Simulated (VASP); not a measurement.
A run of VASP 6.6.1 is set up as follows.

INCAR

```
PREC     = Accurate       # precision mode
ENCUT    = 520            # plane-wave cutoff, eV
EDIFF    = 1E-6           # SCF threshold, eV
ISMEAR   = -1             # smearing method
SIGMA    = 0.08           # smearing width, eV
LREAL    = False          # projectors in reciprocal space
LASPH    = True           # aspherical terms in the spheres
NELM     = 150            # most SCF steps
ALGO     = Normal         # electronic algorithm
ISIF     = 2              # what is computed and relaxed
LWAVE    = False          # write WAVECAR
LCHARG   = False          # write CHGCAR
ISPIN    = 2              # spin polarisation
MAGMOM   = 1 1 1          # initial moments
LORBIT   = 11             # projections on sites
LMAXMIX  = 4              # l up to which the mixer works
GGA      = PE             # functional
NBANDS   = 26             # bands
```

The input KPOINTS:

```
Automatic mesh
0
Gamma
  9 9 12
```

The input POSCAR:

```
Ni
1.0
    3.5256203727      0.0000000000      0.0000000000
   -1.7628101864      3.0532768069      0.0000000000
    0.0000000000      0.0000000000      2.1090067006
Ni
3
Direct
    0.0000000000      0.0000000000      0.0000000000
    0.3333333333      0.6666666667      0.5000000000
    0.6666666667      0.3333333333      0.5000000000
```

Potentials or basis: VASP PAW PBE potentials, release 64 (Ni).

Launch:

```console
$ cat potpaw_PBE.64/Ni/POTCAR > POTCAR
$ mpirun -np 1 vasp_std > vasp.out
```

(1) Predict the site moments.

(2) Estimate the net moment.

(3) What does it give for the pressure?

Answers

(1) Ni +0.35, +0.29 μB.

(2) 0.97 μB per cell.

(3) 180.2 GPa.
